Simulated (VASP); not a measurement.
# W (P6_3/mmc) in VASP: a series of runs, part 2 of 2

VASP 6.6.1. The steps go on from the part before.

### 3 Relaxation of cell and atoms, PBE, target pressure 15 GPa, at which the enthalpy is minimised

The input, INCAR:

```
PREC = Accurate ; ENCUT = 600
EDIFF = 1E-7 ; ISMEAR = -1
SIGMA = 0.1 ; LREAL = F
LASPH = T ; NELM = 80
ALGO = Normal ; ISIF = 3
LWAVE = F ; LCHARG = F
GGA = PE ; IBRION = 2
NSW = 50 ; EDIFFG = -0.01
PSTRESS = 150.0
```

The input, KPOINTS:

```
Automatic mesh
0
Gamma
  10 10 6
```

The input, POSCAR:

```
W
1.0
    2.8200000000      0.0000000000      0.0000000000
   -1.4100000000      2.4421916387      0.0000000000
    0.0000000000      0.0000000000      4.6050600000
W
2
Direct
    0.3333333333      0.6666666667      0.2500000000
    0.6666666667      0.3333333333      0.7500000000
```

Potentials or basis: VASP PAW PBE potentials, release 64 (W_sv).

Run with:

```sh
$ cat potpaw_PBE.64/W_sv/POTCAR > POTCAR
$ mpirun -np 1 vasp_std > vasp.out
```

OUTCAR:

```text
PREC = Accurate
   ENCUT = 600
   EDIFF = 1E-7
   ISMEAR = -1
   LREAL = F
   LASPH = T
   NELM = 80
   ISIF = 3
   GGA = PE
   IBRION = 2
   NSW = 50
   EDIFFG = -0.01
   PSTRESS = 150.0

 ion  position               nearest neighbor table
   1  0.333  0.667  0.250-   2 2.82   2 2.82   2 2.82   2 2.82   2 2.82   2 2.82
   2  0.667  0.333  0.750-   1 2.82   1 2.82   1 2.82   1 2.82   1 2.82   1 2.82

  LATTYP: Found a hexagonal cell.
 ALAT       =     2.8200000000
 C/A-ratio  =     1.6330000000

  Lattice vectors:

 A1 = (   2.8200000000,   0.0000000000,   0.0000000000)
 A2 = (  -1.4100000000,   2.4421916387,   0.0000000000)
 A3 = (   0.0000000000,   0.0000000000,   4.6050600000)

Analysis of symmetry for initial positions (statically):
=====================================================================
 Subroutine PRICEL returns:
 Original cell was already a primitive cell.

 Routine SETGRP: Setting up the symmetry group for a
 hexagonal supercell.

[... 166 lines left out ...]
  ---------------------------------------------------
  free energy    TOTEN  =       -24.78724283 eV

  energy without entropy =      -24.69978629  energy(sigma->0) =      -24.74351456

------------------------ aborting loop because EDIFF is reached ----------------------------------------

  FORCE on cell =-STRESS in cart. coord.  units (eV):
  Direction    XX          YY          ZZ          XY          YZ          ZX
  --------------------------------------------------------------------------------------
  -------------------------------------------------------------------------------------
  Total        1.2097233      1.2097233      4.3086181      0.0000000      0.0000000      0.0000000
  in kB       61.1128429     61.1128429    217.6629160      0.0000000      0.0000000      0.0000000
  external PRESSURE =     -36.7037994 kB  Pullay stress =     150.0000000 kB
[... 291 lines left out ...]
--------------------------------------- Ionic step        9  -------------------------------------------

 number of electron      27.9999996 magnetization

 Free energy of the ion-electron system (eV)
  ---------------------------------------------------
  ext. energy  EPLUGINS =         0.00000000
  ---------------------------------------------------
  free energy    TOTEN  =       -24.87156088 eV

  energy without entropy =      -24.80169647  energy(sigma->0) =      -24.83662867

 E-fermi :  11.1521     XC(G=0): -13.6566

 val. band max:       11.0905812986   @ k =   0.5000   0.0000   0.1667
 cond. band min:      11.1592873616   @ k =   0.3000   0.1000   0.0000
 fundamental gap:      0.0687060630
 Fermi energy:        11.1521435386

 k-point     1 :       0.0000    0.0000    0.0000
  band No.  band energies     occupation
      1     -62.5320      2.00000
      2     -62.4406      2.00000
      3     -27.3640      2.00000
      4     -26.2737      2.00000
      5     -26.1219      2.00000
      6     -26.1219      2.00000
[... 481 lines left out ...]
      5     -26.7636      2.00000
      6     -26.5149      2.00000
[... 10 lines left out ...]
     17      15.4006      0.00000
     18      16.5236      0.00000

 [... further k-points ...]
[... 5 lines left out ...]
  --------------------------------------------------------------------------------------
  -------------------------------------------------------------------------------------
  Total        2.9354193      2.9354193      2.9696319     -0.0000000      0.0000000      0.0000000
  in kB      149.2410379    149.2410379    150.9804573     -0.0000000      0.0000000      0.0000000
  external PRESSURE =      -0.1791557 kB  Pullay stress =     150.0000000 kB
[... 21 lines left out ...]
  energy  without entropy=      -24.8016964726  energy(sigma->0) =      -24.83662867

  enthalpy is  TOTEN    =       -21.9212135845 eV   P V=        2.9503472912

 reached required accuracy - stopping structural energy minimisation
```

Wall time 95 s (1 thread of Intel Xeon Platinum 8488C (Sapphire Rapids), shared host); peak memory 0.19 GiB.

Results:

```
Free energy                                            : -24.8716 eV
Relaxed volume                                         : 15.76 Å³/atom
Relaxed cell                                           : a = 2.744 Å, b = 2.744 Å, c = 4.832 Å, α = 90.00°, β = 90.00°, γ = 120.00°
Space group after relaxing (to 0.05 Å)                 : P6_3/mmc (No. 194)
Energy change on relaxing (the enthalpy is what falls) : -42.2 meV/atom
Ionic steps                                            : 9
Pressure after relaxing                                : 15.0 GPa
Band gap on the k mesh                                 : zero (band 14 reaches 12.53 eV, above the bottom of band 15 at 10.70 eV)
```

Step by step:
```
step  energy change (eV)  largest force (eV/Å)  pressure (GPa)  volume (Å³)
   1              0.0000                0.0000           11.33        31.71
   2              0.1375                0.0000           33.34        30.02
   3              0.0279                0.0000           23.04        30.73
   4             -0.0580                0.0000           17.93        31.31
   5             -0.0493                0.0000           18.87        31.19
   6             -0.1016                0.0000           12.59        31.72
   7             -0.0830                0.0000           15.12        31.50
   8             -0.0836                0.0000           15.05        31.51
   9             -0.0843                0.0000           14.98        31.51
```

Final structure:
```yaml
crystal:
  lattice:
    - [2.74423, 0.00000, 0.00000]
    - [-1.37212, 2.37658, 0.00000]
    - [0.00000, 0.00000, 4.83192]
  atoms:
    - { symbol: W, position: [0.33333, 0.66667, 0.25000] }
    - { symbol: W, position: [0.66667, 0.33333, 0.75000] }
```

Caveat: the cell is relaxed towards a set pressure, so the enthalpy falls and the energy may rise; spin-orbit coupling is left out, which moves the levels of the heavy elements.

### 4 Relaxation of cell and atoms, PBE, target pressure 30 GPa, at which the enthalpy is minimised

The input, INCAR:

```
ALGO = Normal
EDIFF = 1E-7
EDIFFG = -0.01
ENCUT = 600
GGA = PE
IBRION = 2
ISIF = 3
ISMEAR = -1
LASPH = True
LCHARG = False
LREAL = False
LWAVE = False
NELM = 100
NSW = 50
PREC = Accurate
PSTRESS = 300.0
SIGMA = 0.1
```

The input, KPOINTS:

```
k-points
0
Gamma
  10 10 6
```

POSCAR is that of step 3.

Run with:

```sh
$ cat potpaw_PBE.64/W_sv/POTCAR > POTCAR
$ mpirun -np 1 vasp_std > vasp.out
```

Run time: 1.7 min. Hardware: 1 thread of Intel Xeon Platinum 8488C (Sapphire Rapids), shared host; peak memory 0.19 GiB.

Results (log left out):

```yaml
Free_energy: -24.6959 eV
Relaxed_volume: 15.12 Å³/atom
Relaxed_cell: a = 2.713 Å, b = 2.713 Å, c = 4.746 Å, α = 90.00°, β = 90.00°, γ = 120.00°
Space_group_after_relaxing_to_0.05_Å: P6_3/mmc (No. 194)
Energy_change_on_relaxing_the_enthalpy_is_what_falls: +45.7 meV/atom
Ionic_steps: 9
Pressure_after_relaxing: 30.0 GPa
Band_gap_on_the_k_mesh: zero (band 14 reaches 13.26 eV, above the bottom of band 15 at 11.22 eV)
```

The path:
| step | energy change (eV) | largest force (eV/Å) | pressure (GPa) | volume (Å³) |
| --- | --- | --- | --- | --- |
| 1 | 0.0000 | 0.0000 | 11.33 | 31.71 |
| 2 | 3.7081 | 0.0000 | 176.68 | 23.91 |
| 3 | 0.1685 | 0.0000 | 29.80 | 30.15 |
| 4 | 0.1961 | 0.0000 | 31.94 | 30.00 |
| 5 | 0.2057 | 0.0000 | 32.67 | 29.94 |
| 6 | 0.1356 | 0.0000 | 33.24 | 30.03 |
| 7 | 0.1350 | 0.0000 | 32.97 | 30.02 |
| 8 | -0.0308 | 0.0000 | 20.22 | 31.03 |
| 9 | 0.0914 | 0.0000 | 29.98 | 30.25 |

Final structure:
```cif
data_structure
_symmetry_space_group_name_H-M 'P 1'
_symmetry_Int_Tables_number 1
_cell_length_a 2.7127
_cell_length_b 2.7127
_cell_length_c 4.7462
_cell_angle_alpha 90.000
_cell_angle_beta 90.000
_cell_angle_gamma 120.000
_cell_volume 30.25
loop_
_atom_site_label
_atom_site_type_symbol
_atom_site_fract_x
_atom_site_fract_y
_atom_site_fract_z
_atom_site_occupancy
W1 W 0.33333 0.66667 0.25000 1
W2 W 0.66667 0.33333 0.75000 1
```

Levels at points of the mesh, in eV from the Fermi level:
```csv
k point,band 12,band 13,band 14,band 15,band 16,band 17
"(0.00, 0.00, 0.00)",-0.55,-0.55,0.10,0.15,0.15,2.04
"(0.50, 0.00, 0.00)",-1.26,-0.87,-0.40,-0.26,5.37,6.20
"(0.00, 0.00, 0.50)",-2.21,-0.52,-0.52,-0.52,-0.52,3.89
"(0.50, 0.00, 0.50)",-3.78,1.52,1.52,1.75,1.75,5.73
```

Caveat: the cell is relaxed towards a set pressure, so the enthalpy falls and the energy may rise; spin-orbit coupling is left out, which moves the levels of the heavy elements.

### 5 Relaxation of cell and atoms, PBE, target pressure 45 GPa, at which the enthalpy is minimised

The input, INCAR:

```
SYSTEM = W
PREC = Accurate
ENCUT = 600
EDIFF = 1E-7
ISMEAR = -1
SIGMA = 0.1
LREAL = .FALSE.
LASPH = .TRUE.
NELM = 100
ALGO = Normal
ISIF = 3
LWAVE = .FALSE.
LCHARG = .FALSE.
GGA = PE
IBRION = 2
NSW = 50
EDIFFG = -0.01
PSTRESS = 450.0
```

The input, KPOINTS:

```
regular mesh
0
G
  10 10 6
  0 0 0
```

POSCAR is that of step 4.

Run with:

```sh
$ cat potpaw_PBE.64/W_sv/POTCAR > POTCAR
$ mpirun -np 1 vasp_std > vasp.out
```

Wall time 1.7 min (1 thread of Intel Xeon Platinum 8488C (Sapphire Rapids), shared host); peak memory 0.19 GiB.

It converged, with:

```
Free energy                                            : -24.4504 eV
Relaxed volume                                         : 14.60 Å³/atom
Relaxed cell                                           : a = 2.686 Å, b = 2.686 Å, c = 4.674 Å, α = 90.00°, β = 90.00°, γ = 120.00°
Space group after relaxing (to 0.05 Å)                 : P6_3/mmc (No. 194)
Energy change on relaxing (the enthalpy is what falls) : +168.4 meV/atom
Ionic steps                                            : 9
Pressure after relaxing                                : 45.0 GPa
Band gap on the k mesh                                 : zero (band 14 reaches 13.92 eV, above the bottom of band 15 at 11.67 eV)
```

The path:
| step | energy change (eV) | largest force (eV/Å) | pressure (GPa) | volume (Å³) |
| --- | --- | --- | --- | --- |
| 1 | 0.0000 | 0.0000 | 11.33 | 31.71 |
| 2 | 13.9044 | 0.0000 | 500.11 | 18.70 |
| 3 | 0.2971 | 0.0000 | 37.82 | 29.57 |
| 4 | 0.3840 | 0.0000 | 43.20 | 29.21 |
| 5 | 0.4403 | 0.0000 | 46.47 | 29.01 |
| 6 | 0.3744 | 0.0000 | 47.18 | 29.06 |
| 7 | 0.3746 | 0.0000 | 47.07 | 29.06 |
| 8 | 0.2018 | 0.0000 | 37.09 | 29.72 |
| 9 | 0.3368 | 0.0000 | 44.99 | 29.19 |

Final structure:
```
W
1.0
     2.68554    0.00000    0.00000
    -1.34277    2.32575    0.00000
     0.00000    0.00000    4.67372
W
2
Direct
  0.33333 0.66667 0.25000
  0.66667 0.33333 0.75000
```

Levels at points of the mesh, in eV from the Fermi level:
| k point | band 12 | band 13 | band 14 | band 15 | band 16 | band 17 |
| --- | --- | --- | --- | --- | --- | --- |
| (0.00, 0.00, 0.00) | -0.61 | -0.61 | 0.15 | 0.15 | 0.29 | 2.06 |
| (0.50, 0.00, 0.00) | -1.26 | -0.82 | -0.49 | -0.22 | 5.67 | 6.45 |
| (0.00, 0.00, 0.50) | -2.25 | -0.58 | -0.58 | -0.58 | -0.58 | 4.07 |
| (0.50, 0.00, 0.50) | -3.95 | 1.66 | 1.66 | 1.79 | 1.79 | 6.04 |

Caveat: the cell is relaxed towards a set pressure, so the enthalpy falls and the energy may rise; spin-orbit coupling is left out, which moves the levels of the heavy elements.

### 6 Summary

| cell | gap on the mesh (eV) | pressure (GPa) |
| --- | --- | --- |
| relaxed | none | 0.0 |
| relaxed to 15 GPa | none | 15.0 |
| relaxed to 30 GPa | none | 30.0 |
| relaxed to 45 GPa | none | 45.0 |

Alike in all rows: task relaxation of cell and atoms; level PBE; potentials or basis VASP PAW PBE potentials, release 64 (W_sv); no spin polarisation; k mesh 10 × 10 × 6; cutoff (eV) 600; smearing fermi-dirac 0.1 eV.

Caveats: spin-orbit coupling is left out, which moves the levels of the heavy elements; the cell is relaxed towards a set pressure, so the enthalpy falls and the energy may rise (some runs).

Absolute energies hang on the potentials; compare differences alone.
